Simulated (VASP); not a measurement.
# SrNiF6 (R-3m) in VASP: notebook

SrNiF6 is run at these levels: LDA+U; tasks: single point.

Program: VASP 6.6.1. These are calculated values, not measurements. Logs are shortened: lines on timing, memory, paths and dates and some standing lists are left out, and cuts for length are marked.

### Step 1. The cell of the first run

It takes space group R-3m (No. 166, trigonal). The conventional cell has a = 7.074 Å, b = 7.074 Å, c = 6.656 Å, α = 90.00°, β = 90.00°, γ = 120.00°. Sr (site symmetry -3m) has 12 F at 2.61 to 2.72 Å and 2 Ni at 3.33 Å within 3.4 Å. Within 2.4 Å of Ni (site symmetry -3m) lie 6 F at 1.80 Å. Within 2.4 Å of F (site symmetry m) lie 1 Ni at 1.80 Å.

### Step 2. Single point, LDA+U, collinear spin, ferromagnetic start

INCAR

```
  ALGO = Normal
  EDIFF = 1E-6
  ENCUT = 520
  ISIF = 2
  ISMEAR = 0
  ISPIN = 2
  LASPH = T
  LCHARG = F
  LDAU = T
  LDAUJ = 0 0.7 0
  LDAUL = -1 2 -1
  LDAUPRINT = 1
  LDAUTYPE = 1
  LDAUU = 0 2 0
  LMAXMIX = 4
  LORBIT = 11
  LREAL = F
  LWAVE = F
  MAGMOM = 0 4 0 0 0 0 0 0
  NBANDS = 45
  NELM = 150
  PREC = Accurate
  SIGMA = 0.05
```

KPOINTS

```
k-points
0
Gamma
  4 4 4
```

POSCAR

```
SrNiF6
1.0
    3.5370014100      2.0420887200      2.2186700300
   -3.5370014100      2.0420887200      2.2186700300
    0.0000000000     -4.0841774300      2.2186700300
Sr Ni F
1 1 6
Direct
    0.5000000000      0.5000000000      0.5000000000
    0.0000000000      0.0000000000      0.0000000000
    0.2760000000      0.9160000000      0.2760000000
    0.2760000000      0.2760000000      0.9160000000
    0.9160000000      0.2760000000      0.2760000000
    0.7240000000      0.0840000000      0.7240000000
    0.0840000000      0.7240000000      0.7240000000
    0.7240000000      0.7240000000      0.0840000000
```

Potentials or basis: VASP PAW LDA potentials, release 64 (Sr_sv, Ni, F).

On the command line:

```
$ cat potpaw_LDA.64/Sr_sv/POTCAR potpaw_LDA.64/Ni/POTCAR potpaw_LDA.64/F/POTCAR > POTCAR
$ mpirun -np 1 vasp_std > vasp.out
```

OUTCAR:

```text
EDIFF = 1E-6
   ENCUT = 520
   ISIF = 2
   ISMEAR = 0
   ISPIN = 2
   LASPH = T
   LORBIT = 11
   LREAL = F
   NELM = 150
   PREC = Accurate

 ion  position               nearest neighbor table
   1  0.500  0.500  0.500-   3 2.61   5 2.61   6 2.61   7 2.61   4 2.61   8 2.61   8 2.72   4 2.72
                             7 2.72   6 2.72   3 2.72   5 2.72   2 3.33   2 3.33
   2  0.000  0.000  0.000-   3 1.80   5 1.80   6 1.80   7 1.80   4 1.80   8 1.80   1 3.33   1 3.33

   3  0.276  0.916  0.276-   2 1.80   1 2.61   1 2.72
   4  0.276  0.276  0.916-   2 1.80   1 2.61   1 2.72
   5  0.916  0.276  0.276-   2 1.80   1 2.61   1 2.72
   6  0.724  0.084  0.724-   2 1.80   1 2.61   1 2.72
   7  0.084  0.724  0.724-   2 1.80   1 2.61   1 2.72
   8  0.724  0.724  0.084-   2 1.80   1 2.61   1 2.72

  LATTYP: Found a trigonal (rhomboedric) cell.
 ALAT       =     4.6479029698
 COS(alpha) =    -0.1582074533

  Lattice vectors:

 A1 = (   3.5370014100,   2.0420887200,   2.2186700300)
 A2 = (  -3.5370014100,   2.0420887200,   2.2186700300)
 A3 = (   0.0000000000,  -4.0841774300,   2.2186700300)

Analysis of symmetry for initial positions (statically):
=====================================================================
 Subroutine PRICEL returns:
 Original cell was already a primitive cell.

 Routine SETGRP: Setting up the symmetry group for a
 trigonal (rhombohedral) supercell.

 Subroutine GETGRP returns: Found 12 space group operations
 (whereof 12 operations were pure point group operations)
 out of a pool of 12 trial point group operations.

The static configuration has the point symmetry D_3d.

Analysis of symmetry for dynamics (positions and initial velocities):
=====================================================================
 Subroutine PRICEL returns:
 Original cell was already a primitive cell.

 Routine SETGRP: Setting up the symmetry group for a
 trigonal (rhombohedral) supercell.

 Subroutine GETGRP returns: Found 12 space group operations
 (whereof 12 operations were pure point group operations)
 out of a pool of 12 trial point group operations.

The dynamic configuration has the point symmetry D_3d.

Analysis of structural, dynamic, and magnetic symmetry:
=====================================================================
 Subroutine PRICEL returns:
 Original cell was already a primitive cell.

 Routine SETGRP: Setting up the symmetry group for a
 trigonal (rhombohedral) supercell.

 Subroutine GETGRP returns: Found 12 space group operations
 (whereof 12 operations were pure point group operations)
 out of a pool of 12 trial point group operations.

The overall configuration has the point symmetry D_3d.

 Subroutine INISYM returns: Found 12 space group operations
 (whereof 12 operations are pure point group operations),
 and found     1 'primitive' translations

----------------------------------------------------------------------------------------

                                     Primitive cell

  volume of cell :      96.1510

  direct lattice vectors                    reciprocal lattice vectors
     3.537001410  2.042088720  2.218670030     0.141362680  0.081615782  0.150240157
    -3.537001410  2.042088720  2.218670030    -0.141362680  0.081615782  0.150240157
     0.000000000 -4.084177430  2.218670030     0.000000000 -0.163231563  0.150240157

  length of vectors
     4.647902970  4.647902970  4.647902966     0.221848254  0.221848254  0.221848254

  position of ions in fractional coordinates (direct lattice)
     0.500000000  0.500000000  0.500000000
     0.000000000  0.000000000  0.000000000
     0.276000000  0.916000000  0.276000000
     0.276000000  0.276000000  0.916000000
     0.916000000  0.276000000  0.276000000
     0.724000000  0.084000000  0.724000000
[... 104 lines left out ...]
   AEXX    =    0.0000 exact exchange contribution
   IVDW    =     0    specifies the selected vdW correction
   LEPSILON=     F    determine dielectric tensor
   LRPA    =     F    only Hartree local field effects (RPA)
 spin polarized calculation
 Gauss-broadening in eV      SIGMA  =   0.05
  energy-cutoff  :      520.00
  volume of cell :       96.15
 maximum number of plane-waves:      2599
 NGX is ok and might be reduce to    36
   NGX = 17   NGY = 17   NGZ = 17

 number of electron      61.9999993 magnetization       0.0005299

atom =   2  type =  2  l = 2

 onsite density matrix

spin component  1

  0.8428  0.0000  0.0000  0.2084 -0.0000
  0.0000  0.7051  0.0000 -0.0000  0.2084
  0.0000  0.0000  0.9923  0.0000  0.0000
  0.2084 -0.0000  0.0000  0.7051 -0.0000
 -0.0000  0.2084  0.0000 -0.0000  0.8428

spin component  2

  0.8428  0.0000  0.0000  0.2084 -0.0000
  0.0000  0.7052  0.0000 -0.0000  0.2084
  0.0000  0.0000  0.9923  0.0000  0.0000
  0.2084 -0.0000  0.0000  0.7052 -0.0000
 -0.0000  0.2084  0.0000 -0.0000  0.8428

 occupancies and eigenvectors

  o =  0.5545  v = -0.5858  0.0000  0.0000  0.8104 -0.0000  0.0000  0.0000  0.0000  0.0000  0.0000      0.0000  0.0000  0.0000  0.0000  0.0000  0.0000  0.0000  0.0000  0.0000  0.0000
  o =  0.5545  v =  0.0000 -0.8104  0.0000 -0.0000  0.5858  0.0000  0.0000  0.0000  0.0000  0.0000      0.0000  0.0000  0.0000  0.0000  0.0000  0.0000  0.0000  0.0000  0.0000  0.0000
  o =  0.5546  v =  0.0000  0.0000  0.0000  0.0000  0.0000 -0.5858  0.0000  0.0000  0.8105 -0.0000      0.0000  0.0000  0.0000  0.0000  0.0000  0.0000  0.0000  0.0000  0.0000  0.0000
  o =  0.5546  v =  0.0000  0.0000  0.0000  0.0000  0.0000  0.0000 -0.8105  0.0000 -0.0000  0.5858      0.0000  0.0000  0.0000  0.0000  0.0000  0.0000  0.0000  0.0000  0.0000  0.0000
  o =  0.9923  v =  0.0000  0.0000 -1.0000  0.0000  0.0000  0.0000  0.0000  0.0000  0.0000  0.0000      0.0000  0.0000  0.0000  0.0000  0.0000  0.0000  0.0000  0.0000  0.0000  0.0000
  o =  0.9923  v =  0.0000  0.0000  0.0000  0.0000  0.0000  0.0000  0.0000 -1.0000  0.0000  0.0000      0.0000  0.0000  0.0000  0.0000  0.0000  0.0000  0.0000  0.0000  0.0000  0.0000
  o =  0.9934  v =  0.0000  0.5858  0.0000  0.0000  0.8104  0.0000  0.0000  0.0000  0.0000  0.0000      0.0000  0.0000  0.0000  0.0000  0.0000  0.0000  0.0000  0.0000  0.0000  0.0000
  o =  0.9934  v = -0.8104  0.0000 -0.0000 -0.5858  0.0000  0.0000  0.0000  0.0000  0.0000  0.0000      0.0000  0.0000  0.0000  0.0000  0.0000  0.0000  0.0000  0.0000  0.0000  0.0000
  o =  0.9935  v =  0.0000  0.0000  0.0000  0.0000  0.0000  0.0000  0.5858  0.0000  0.0000  0.8105      0.0000  0.0000  0.0000  0.0000  0.0000  0.0000  0.0000  0.0000  0.0000  0.0000
  o =  0.9935  v =  0.0000  0.0000  0.0000  0.0000  0.0000 -0.8105  0.0000 -0.0000 -0.5858  0.0000      0.0000  0.0000  0.0000  0.0000  0.0000  0.0000  0.0000  0.0000  0.0000  0.0000

 number of electron      61.9999993 magnetization      -0.0001314

 Free energy of the ion-electron system (eV)
  ---------------------------------------------------
  ext. energy  EPLUGINS =         0.00000000
  ---------------------------------------------------
  free energy    TOTEN  =       -41.21237087 eV

  energy without entropy =      -41.21237087  energy(sigma->0) =      -41.21237087

 E-fermi :  -0.5933     XC(G=0): -10.8480

 val. band max:       -0.8989066105   @ k =   0.5000   0.5000   0.0000
 cond. band min:       0.3251630471   @ k =   0.0000   0.0000   0.0000
 fundamental gap:      1.2240696576
 Fermi energy:        -0.5932973199

 spin component 1

 k-point     1 :       0.0000    0.0000    0.0000
  band No.  band energies     occupation
      1     -31.8615      1.00000
      2     -22.1543      1.00000
      3     -21.1633      1.00000
      4     -21.1633      1.00000
      5     -21.0980      1.00000
      6     -21.0980      1.00000
[... 587 lines left out ...]
     42      12.8077      0.00000
     43      14.1690      0.00000
 Fermi energy:        -0.5932973199

 spin component 2

 k-point     1 :       0.0000    0.0000    0.0000
  band No.  band energies     occupation
      1     -31.8615      1.00000
      2     -22.1543      1.00000
      3     -21.1633      1.00000
      4     -21.1633      1.00000
      5     -21.0980      1.00000
      6     -21.0980      1.00000
[... 587 lines left out ...]
     42      12.8077      0.00000
     43      14.1690      0.00000
 [bands above 43 left out]

------------------------ aborting loop because EDIFF is reached ----------------------------------------

  FORCE on cell =-STRESS in cart. coord.  units (eV):
  Direction    XX          YY          ZZ          XY          YZ          ZX
  --------------------------------------------------------------------------------------
  -------------------------------------------------------------------------------------
  Total       -5.2211627     -5.2211627     -3.9311579     -0.0000000     -0.0000000     -0.0000000
  in kB      -87.0009509    -87.0009510    -65.5054240     -0.0000000     -0.0000001     -0.0000000
  external PRESSURE =     -79.8357753 kB  Pullay stress =       0.0000000 kB

 VOLUME and BASIS-vectors are now :
 -----------------------------------------------------------------------------
  energy-cutoff  :      520.00
  volume of cell :       96.15
      direct lattice vectors                 reciprocal lattice vectors
     3.537001410  2.042088720  2.218670030     0.141362680  0.081615782  0.150240157
    -3.537001410  2.042088720  2.218670030    -0.141362680  0.081615782  0.150240157
     0.000000000 -4.084177430  2.218670030     0.000000000 -0.163231563  0.150240157

 POSITION                                       TOTAL-FORCE (eV/Angst)
 -----------------------------------------------------------------------------------
      0.00000      0.00000      3.32801        -0.000000      0.000000      0.000000
      0.00000      0.00000      0.00000        -0.000000      0.000000      0.000000
     -2.26368      1.30694      3.25701        -0.736827      0.425407     -0.081889
      0.00000     -2.61387      3.25701        -0.000000     -0.850815     -0.081889
      2.26368      1.30694      3.25701         0.736827      0.425407     -0.081889
      2.26368     -1.30694      3.39900         0.736827     -0.425407      0.081889
     -2.26368     -1.30694      3.39900        -0.736827     -0.425407      0.081889
      0.00000      2.61387      3.39900        -0.000000      0.850815      0.081889
 -----------------------------------------------------------------------------------
    total drift:                               -0.000000      0.000000     -0.000000

  FREE ENERGIE OF THE ION-ELECTRON SYSTEM (eV)
  ---------------------------------------------------
  free  energy   TOTEN  =       -41.2123708687 eV

  energy  without entropy=      -41.2123708687  energy(sigma->0) =      -41.21237087

 total charge

# of ion       s       p       d       tot
------------------------------------------
    1        1.986   5.765   0.130   7.881
    2        0.479   0.813   8.142   9.434
    3        1.734   4.289   0.000   6.023
    4        1.734   4.289   0.000   6.023
    5        1.734   4.289   0.000   6.023
    6        1.734   4.289   0.000   6.023
    7        1.734   4.289   0.000   6.023
    8        1.734   4.289   0.000   6.023
--------------------------------------------------
tot         12.868  32.314   8.272  53.454

 magnetization (x)

# of ion       s       p       d       tot
------------------------------------------
    1       -0.000   0.000  -0.000  -0.000
    2       -0.000  -0.000  -0.000  -0.000
    3        0.000   0.000   0.000   0.000
    4        0.000   0.000   0.000   0.000
    5        0.000   0.000   0.000   0.000
    6        0.000   0.000   0.000   0.000
    7        0.000   0.000   0.000   0.000
    8        0.000   0.000   0.000   0.000
--------------------------------------------------
tot          0.000   0.000  -0.000  -0.000
```

Wall time 57 s (1 thread of AMD EPYC 9R45 (Zen 5), shared host); peak memory 0.21 GiB.

Results:

```
Free energy                                           : -41.2124 eV
Pressure                                              : -8.0 GPa
Largest force                                         : 0.855 eV/Å
Band gap on the k mesh                                : 1.22 eV, indirect (least direct gap 1.23 eV)
Net moment                                            : 0.00 μB per cell
Valence electrons inside the program's atomic spheres : Sr 7.88; Ni 9.43; F 6.02
```

Forces on the atoms (eV/Å):
```
Sr   0.000  0.000  0.000
Ni   0.000  0.000  0.000
F   -0.737  0.425 -0.082
F    0.000 -0.851 -0.082
F    0.737  0.425 -0.082
F    0.737 -0.425  0.082
F   -0.737 -0.425  0.082
F    0.000  0.851  0.082
```

Eigenvalues of the final occupation matrices:
| site | spin | trace | eigenvalues |
| --- | --- | --- | --- |
| site 2 d | 1 | 4.09 | 0.55 0.55 0.99 0.99 0.99 |
| site 2 d | 2 | 4.09 | 0.55 0.55 0.99 0.99 0.99 |

Caveat: the starting moments collapsed, and a magnetic state may lie lower.

### Step 3. Single point, LDA+U, collinear spin, zero start

INCAR

```
SYSTEM = SrNiF6
  PREC = Accurate
  ENCUT = 520
  EDIFF = 1E-7
  ISMEAR = 0
  SIGMA = 0.05
  LREAL = .FALSE.
  LASPH = .TRUE.
  NELM = 150
  ALGO = Normal
  ISIF = 2
  LWAVE = .FALSE.
  LCHARG = .FALSE.
  ISPIN = 2
  MAGMOM = 0 0 0 0 0 0 0 0
  LORBIT = 11
  LMAXMIX = 4
  LDAU = .TRUE.
  LDAUTYPE = 1
  LDAUL = -1 2 -1
  LDAUU = 0 2 0
  LDAUJ = 0 0.7 0
  LDAUPRINT = 1
  GGA = CA
  NBANDS = 45
```

KPOINTS

```
regular mesh
0
G
  4 4 4
  0 0 0
```

POSCAR is that of step 2.

Potentials or basis: VASP PAW LDA potentials, release 64 (Sr_sv, Ni, F).

On the command line:

```
$ cat potpaw_LDA.64/Sr_sv/POTCAR potpaw_LDA.64/Ni/POTCAR potpaw_LDA.64/F/POTCAR > POTCAR
$ mpirun -np 1 vasp_std > vasp.out
```

It took 66 s on 1 thread of AMD EPYC 9R45 (Zen 5), shared host; peak memory 0.2 GiB.

The run converged. Its results:

```yaml
Free_energy: -41.2124 eV
Pressure: -8.0 GPa
Largest_force: 0.855 eV/Å
Band_gap_on_the_k_mesh: 1.22 eV, indirect (least direct gap 1.23 eV)
Net_moment: 0.00 μB per cell
Valence_electrons_inside_the_program's_atomic_spheres: Sr 7.88; Ni 9.43; F 6.02
```

Forces on the atoms (eV/Å):
```
Sr   0.000  0.000  0.000
Ni   0.000  0.000  0.000
F   -0.737  0.425 -0.082
F    0.000 -0.851 -0.082
F    0.737  0.425 -0.082
F    0.737 -0.425  0.082
F   -0.737 -0.425  0.082
F    0.000  0.851  0.082
```

Stress tensor (GPa, compression positive):
```
-8.70  0.00  0.00
 0.00 -8.70  0.00
 0.00  0.00 -6.55
```

Levels at points of the mesh, in eV from the valence-band top:
Spin up:
```csv
k point,band 29,band 30,band 31,band 32,band 33,band 34
"(0.00, 0.00, 0.00)",-0.71,-0.63,-0.07,1.22,1.22,7.74
"(0.50, 0.00, 0.00)",-0.60,-0.34,-0.25,1.49,1.68,9.25
"(0.50, 0.50, 0.00)",-0.81,-0.73,0.00,1.23,1.69,9.07
"(0.50, 0.50, 0.50)",-0.50,-0.27,-0.27,1.26,1.26,9.20
```
Spin down:
| k point | band 28 | band 29 | band 30 | band 31 | band 32 | band 33 | band 34 | band 35 |
| --- | --- | --- | --- | --- | --- | --- | --- | --- |
| (0.00, 0.00, 0.00) | -0.71 | -0.71 | -0.63 | -0.07 | 1.22 | 1.22 | 7.74 | 10.12 |
| (0.50, 0.00, 0.00) | -0.66 | -0.60 | -0.34 | -0.25 | 1.49 | 1.68 | 9.25 | 9.60 |
| (0.50, 0.50, 0.00) | -0.87 | -0.81 | -0.73 | 0.00 | 1.23 | 1.69 | 9.07 | 9.34 |
| (0.50, 0.50, 0.50) | -0.83 | -0.50 | -0.27 | -0.27 | 1.26 | 1.26 | 9.20 | 9.20 |

Eigenvalues of the final occupation matrices:
| site | spin | trace | eigenvalues |
| --- | --- | --- | --- |
| site 2 d | 1 | 4.09 | 0.55 0.55 0.99 0.99 0.99 |
| site 2 d | 2 | 4.09 | 0.55 0.55 0.99 0.99 0.99 |

A k mesh can miss the band edges.
